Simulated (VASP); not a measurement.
A run of VASP 6.6.1 is set up as follows.

The input INCAR:

```
ALGO = Normal
EDIFF = 1E-7
ENCUT = 520
GGA = PE
ISIF = 2
ISMEAR = 0
LASPH = T
LCHARG = T
LELF = T
LREAL = F
LVHAR = T
LWAVE = F
NBANDS = 22
NELM = 100
PREC = Accurate
SIGMA = 0.1
```

The input KPOINTS:

```
k-points
0
Gamma
  12 12 12
```

POSCAR

```
Y2Os
1.0
    0.0000000000      3.3896953352      3.3896953352
    3.3896953352      0.0000000000      3.3896953352
    3.3896953352      3.3896953352      0.0000000000
Y Os
2 1
Direct
    0.2500000000      0.2500000000      0.2500000000
    0.7500000000      0.7500000000      0.7500000000
    0.0000000000      0.0000000000      0.0000000000
```

Potentials or basis: VASP PAW PBE potentials, release 64 (Y_sv, Os).

Run with:

```console
$ cat potpaw_PBE.64/Y_sv/POTCAR potpaw_PBE.64/Os/POTCAR > POTCAR
$ mpirun -np 1 vasp_std > vasp.out
```

**Question.** What does it give for the pressure?

**Answer.** -0.1 GPa.

**Question.** Estimate the band gap on the k mesh.

**Answer.** Zero (band 15 reaches 3.84 eV, above the bottom of band 16 at 3.25 eV).

Caveat: spin-orbit coupling is left out, which moves the levels of the heavy elements.
